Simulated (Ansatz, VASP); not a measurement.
Two plane-wave programs on Al2Cl2F

```
Al Cl F
1.0
     5.13652    0.00000    0.00000
     0.00000    5.13652    0.00000
     0.00000    0.00000    6.24571
Al Cl F
2 2 1
Cartesian
  2.5683 2.5683 4.3618
  2.5683 2.5683 1.8839
  0.0000 2.5683 3.1229
  2.5683 0.0000 3.1229
  2.5683 2.5683 0.0000
```

Alike in both runs: functional PBE; k mesh 8 × 8 × 6; occupations gaussian, width 0.1 eV; no spin polarisation.

Ansatz relaxed the structure, and its values are those at the end. VASP's run is a single point on that final structure, the one shown.

|  | VASP | Ansatz |
| --- | --- | --- |
| version | VASP 6.6.1 | Ansatz 0.2.0 |
| potentials or method | VASP PAW PBE potentials, release 64 (Al, Cl, F), cutoff 520 eV | scalar-relativistic, plane waves, PAW |
| valence electrons in the cell | 27 | 27 |

|  | VASP | Ansatz | Ansatz less VASP |
| --- | --- | --- | --- |
| gap on the k mesh at the Fermi level (eV) | none | none | - |
| pressure (GPa) | -0.1 | 0.0 | +0.06 |

A gap of «none» marks a metal or a gap that the smearing closes.
